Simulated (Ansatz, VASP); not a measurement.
**Si16N: VASP beside Ansatz**

```xyz
17
Lattice="0.0000 5.4300 5.4300 5.4300 0.0000 5.4300 5.4300 5.4300 0.0000" Properties=species:S:1:pos:R:3 pbc="T T T"
Si   -0.0018    0.1802    0.1295
Si    1.3014    1.5931    1.4919
Si    2.6938    2.8049    0.0339
Si    4.0958    4.1333    1.3682
Si    2.6808    0.2201    2.8036
Si    4.2648    1.4252    4.0069
Si    5.5597    2.7850    2.6087
Si    6.8101    4.1437    4.0582
Si   -0.0922    2.9819    2.7905
Si    1.4419    4.2641    4.3244
Si    2.7763    5.4349    2.8061
Si    4.0747    6.9164    4.0868
Si    2.4469    2.1507    5.1604
Si    3.8344    4.2928    6.7493
Si    5.3150    5.3945    5.3725
Si    6.6960    6.5288    6.8384
N     2.4505    3.7662    5.7732
```

Alike in both runs: functional PBE; k mesh 2 × 2 × 2; occupations fermi-dirac, width 0.05 eV; collinear spin.

Ansatz relaxed the structure, and its values are those at the end. VASP's run is a single point on that final structure, the one shown.

```csv
,VASP,Ansatz
version,VASP 6.6.1,Ansatz 0.2.0
potentials or method,"VASP PAW PBE potentials, release 64 (Si, N), cutoff 520 eV","scalar-relativistic, plane waves, PAW"
valence electrons in the cell,69,69
```

|  | VASP | Ansatz | Ansatz less VASP |
| --- | --- | --- | --- |
| rms of the force components (eV/Å) | 0.019 | 0.018 | -0.0011 |
| net moment per atom (μB) | 0.00 | 0.00 | 0.000 |

Ansatz's warnings: seeded moment not kept.

The k mesh is coarse, so the values compare programs but aren't converged.
